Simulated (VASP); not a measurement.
Write the native input for VASP 6.6.1 that does the following.

```yaml
Task: single point
Functional: LDA
Potentials_or_basis: VASP PAW LDA potentials, release 64 (Si, O)
Cutoff: 520 eV
k_mesh: 6 × 6 × 10
Occupations: gaussian, width 0.05 eV
Spin: no spin polarisation
Dipole_correction: no
Further_INCAR_settings: ALGO = Normal; EDIFF = 1e-06; NBANDS = 25
```

The structure of SiO2 lies in POSCAR:

```
SiO2
1.0
    4.1671683621      0.0000000000      0.0000000000
    0.0000000000      4.1671683621      0.0000000000
    0.0000000000      0.0000000000      2.3073611221
Si O
2 4
Direct
    0.5000000000      0.5000000000      0.5000000000
    0.0000000000      0.0000000000      0.0000000000
    0.6944252994      0.6944252994      0.0000000000
    0.1944252994      0.8055747006      0.5000000000
    0.3055747006      0.3055747006      0.0000000000
    0.8055747006      0.1944252994      0.5000000000
```

This cell differs from its parent crystal: volume 6.678 Å^3 an atom, c/a of the conventional cell 0.5537.

One way to write it, as run:

INCAR

```
SYSTEM = SiO2
ALGO = Normal
EDIFF = 1E-6
ENCUT = 520
GGA = CA
ISIF = 2
ISMEAR = 0
LASPH = .True.
LCHARG = .False.
LREAL = .False.
LWAVE = .False.
NBANDS = 25
NELM = 80
PREC = Accurate
SIGMA = 0.05
```

KPOINTS

```
k-points
0
Gamma
  6 6 10
  0 0 0
```

Potentials or basis: VASP PAW LDA potentials, release 64 (Si, O).

Launch:

```sh
$ cat potpaw_LDA.64/Si/POTCAR potpaw_LDA.64/O/POTCAR > POTCAR
$ mpirun -np 1 vasp_std > vasp.out
```

It gave:

The pressure is 78.2 GPa, the largest force is 1.152 eV/Å and the band gap on the k mesh is 8.21 eV, direct.

Caveat: forces of over 1 eV/Å act on the atoms, so gaps and moduli don't describe the material at rest.

It took 27 s on 1 thread of Intel(R) Xeon(R) Platinum 8375C CPU @ 2.90GHz (Ice Lake), on a shared host, peak memory 0.16 GiB.
